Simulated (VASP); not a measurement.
Wanted: the native input for a VASP 6.6.1 run.

```yaml
Task: single point
Functional: LDA
Potentials_or_basis: VASP PAW LDA potentials, release 64 (Mg, Rh_pv)
Cutoff: 520 eV
k_mesh: 11 × 11 × 11
Occupations: fermi-dirac, width 0.1 eV
Spin: collinear spin, ferromagnetic start
Starting_moments: "[0.0, 0.4] μB"
Fixed_moment: 0.4 μB
Dipole_correction: no
Further_INCAR_settings: ALGO = Normal; EDIFF = 1e-06; NBANDS = 20
```

The structure of MgRh lies in POSCAR:

```
MgRh
1.0
    3.0992000000      0.0000000000      0.0000000000
    0.0000000000      3.0992000000      0.0000000000
    0.0000000000      0.0000000000      3.0992000000
Mg Rh
1 1
Direct
    0.0000000000      0.0000000000      0.0000000000
    0.5000000000      0.5000000000      0.5000000000
```

The input as run:

INCAR

```
PREC     = Accurate       # precision mode
ENCUT    = 520            # plane-wave cutoff, eV
EDIFF    = 1E-6           # SCF threshold, eV
ISMEAR   = -1             # smearing method
SIGMA    = 0.1            # smearing width, eV
LREAL    = F              # projectors in reciprocal space
LASPH    = T              # aspherical terms in the spheres
NELM     = 150            # most SCF steps
ALGO     = Normal         # electronic algorithm
ISIF     = 2              # what is computed and relaxed
LWAVE    = F              # write WAVECAR
LCHARG   = T              # write CHGCAR
ISPIN    = 2              # spin polarisation
MAGMOM   = 0 0.4          # initial moments
LORBIT   = 11             # projections on sites
NUPDOWN  = 0.4            # fixed moment
LMAXMIX  = 4              # l up to which the mixer works
GGA      = CA             # functional
LELF     = T              # ELF
LVHAR    = T            
NBANDS   = 20             # bands
```

KPOINTS

```
regular mesh
0
Gamma
  11 11 11
```

Potentials or basis: VASP PAW LDA potentials, release 64 (Mg, Rh_pv).

Launch:

```sh
$ cat potpaw_LDA.64/Mg/POTCAR potpaw_LDA.64/Rh_pv/POTCAR > POTCAR
$ mpirun -np 1 vasp_std > vasp.out
```

Results of the run:

```yaml
Pressure: -6.0 GPa
Net_moment: 0.40 μB per cell
Site_moments: Mg +0.01; Rh +0.32 μB
Valence_electrons_inside_the_program's_atomic_spheres: Mg 0.46; Rh 13.84
```

Caveat: the total moment is fixed, so each spin has its own Fermi level.

Wall time 26 s on 1 thread of AMD EPYC 9R45 96-Core Processor (Zen 5) (shared host), peak memory 0.14 GiB.
